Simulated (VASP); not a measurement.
Runs of VASP 6.6.1 on Ni. The structure is that of space group P6_3/mmc (No. 194), or close to it. The cells are those of the table. 

| task | potentials or basis | spin | cell | k mesh | cutoff (eV) | second run | gap on the mesh (eV) | pressure (GPa) | moment (μB) | largest force (eV/Å) |
| --- | --- | --- | --- | --- | --- | --- | --- | --- | --- | --- |
| single point | VASP PAW PBE potentials, release 64 (Ni_sv_GW) | collinear, ferromagnetic start | a = 3.113, b = 3.113, c = 5.137 Å, angles 90.0, 90.0, 120.0°, 4 atoms | 6 × 6 × 4 | 590 | valence_matched | none | 95.3 | 3.04 | 0.24 |
| single point | VASP PAW PBE potentials, release 64 (Ni) | collinear, ferromagnetic start | a = 2.447, b = 2.447, c = 8.021 Å, angles 90.0, 90.0, 120.0°, 4 atoms | 21 × 21 × 6 | 520 | - | none | -0.2 | 2.44 | - |
| single point | VASP PAW PBE potentials, release 64 (Ni) | collinear, ferromagnetic start | a = 3.113, b = 3.113, c = 5.137 Å, angles 90.0, 90.0, 120.0°, 4 atoms | 6 × 6 × 4 | 520 | - | none | 92.9 | (a) | (b) |
| relaxation of cell and atoms | VASP PAW PBE potentials, release 64 (Ni) | off | relaxed from a = 3.793, b = 3.793, c = 4.260 Å, angles 90.0, 90.0, 120.0°, 4 atoms | 15 × 15 × 12 | 600 | - | none | 0.0 | - | - |
| single point | VASP PAW PBE potentials, release 64 (Ni) | collinear, ferromagnetic start | a = 2.532, b = 2.532, c = 8.167 Å, angles 90.0, 90.0, 120.0°, 4 atoms | 9 × 9 × 2 | 520 | - | none | -15.9 | 2.55 | - |
| single point | VASP PAW PBE potentials, release 64 (Ni) | collinear, ferromagnetic start | a = 2.442, b = 2.442, c = 8.057 Å, angles 90.0, 90.0, 120.0°, 4 atoms | 9 × 9 × 2 | 520 | - | none | (c) | 2.34 | - |

Alike in all rows: level PBEsol; smearing gaussian 0.1 eV.

Q: Fill in the values left out.

A: (a) 3.02; (b) 0.19; (c) -0.4.

Caveats: some runs use coarse meshes; the PAW data sets were made with another functional, which shifts forces and pressure a little.

A gap of «none» marks levels without a gap at the run's occupations.

The runs don't all hold the same shells in valence.
